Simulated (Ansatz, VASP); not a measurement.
Two plane-wave programs on TaHO2

```
Ta H O
1.0
     2.91077    0.00000    0.00000
    -1.45539    2.52080    0.00000
     0.00000    0.00000   10.32244
Ta H O
2 2 4
Direct
  0.66667 0.33333 0.75000
  0.33333 0.66667 0.25000
  0.00000 0.00000 0.00000
  0.00000 0.00000 0.50000
  0.33333 0.66667 0.87452
  0.33333 0.66667 0.62548
  0.66667 0.33333 0.37452
  0.66667 0.33333 0.12548
```

Alike in both runs: functional PBE; k mesh 12 × 12 × 4; occupations gaussian, width 0.1 eV; no spin polarisation.

Ansatz relaxed the structure, and its values are those at the end. VASP's run is a single point on that final structure, the one shown.

|  | VASP | Ansatz |
| --- | --- | --- |
| version | VASP 6.6.1 | Ansatz 0.2.0 |
| potentials or method | VASP PAW PBE potentials, release 64 (Ta_pv, H, O), cutoff 520 eV | scalar-relativistic, plane waves, PAW |
| valence electrons in the cell | 48 | 52 |

```csv
,VASP,Ansatz,Ansatz less VASP
gap on the k mesh at the Fermi level (eV),none,none,-
pressure (GPa),0.6,0.0,-0.63
rms of the force components (eV/Å),0.037,0.000,-0.0366
```

A gap of «none» marks a metal or a gap that the smearing closes. VASP's potentials hold 48 valence electrons a cell and Ansatz's 52, so a difference there can come from the potentials and not from the codes.

Neither program's run includes spin-orbit coupling.
